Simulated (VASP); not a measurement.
Input of a VASP 6.6.1 run:

INCAR

```
PREC     = Accurate       # precision mode
ENCUT    = 520            # plane-wave cutoff, eV
EDIFF    = 1E-6           # SCF threshold, eV
ISMEAR   = -1             # smearing method
SIGMA    = 0.1            # smearing width, eV
LREAL    = False          # projectors in reciprocal space
LASPH    = True           # aspherical terms in the spheres
NELM     = 60             # most SCF steps
ALGO     = Normal         # electronic algorithm
ISIF     = 2              # what is computed and relaxed
LWAVE    = False          # write WAVECAR
LCHARG   = True           # write CHGCAR
GGA      = PE             # functional
LELF     = True           # ELF
LVHAR    = True         
NBANDS   = 29             # bands
```

File KPOINTS:

```
Automatic mesh
0
Gamma
  9 9 9
```

File POSCAR:

```
TiPt3
1.0
    3.9097780000      0.0000000000      0.0000000000
    0.0000000000      3.9097780000      0.0000000000
    0.0000000000      0.0000000000      3.9097780000
Ti Pt
1 3
Direct
    0.0000000000      0.0000000000      0.0000000000
    0.0000000000      0.5000000000      0.5000000000
    0.5000000000      0.0000000000      0.5000000000
    0.5000000000      0.5000000000      0.0000000000
```

Potentials or basis: VASP PAW PBE potentials, release 64 (Ti_sv, Pt).

Launch:

```sh
$ cat potpaw_PBE.64/Ti_sv/POTCAR potpaw_PBE.64/Pt/POTCAR > POTCAR
$ mpirun -np 1 vasp_std > vasp.out
```

Question: Predict the pressure.

Answer: 7.1 GPa.

Question: Predict the band gap on the k mesh.

Answer: Zero (bands 21 and 22 overlap by 1.52 eV).

Caveat: the cell stands under pressure; spin-orbit coupling is left out, which moves the levels of the heavy elements.
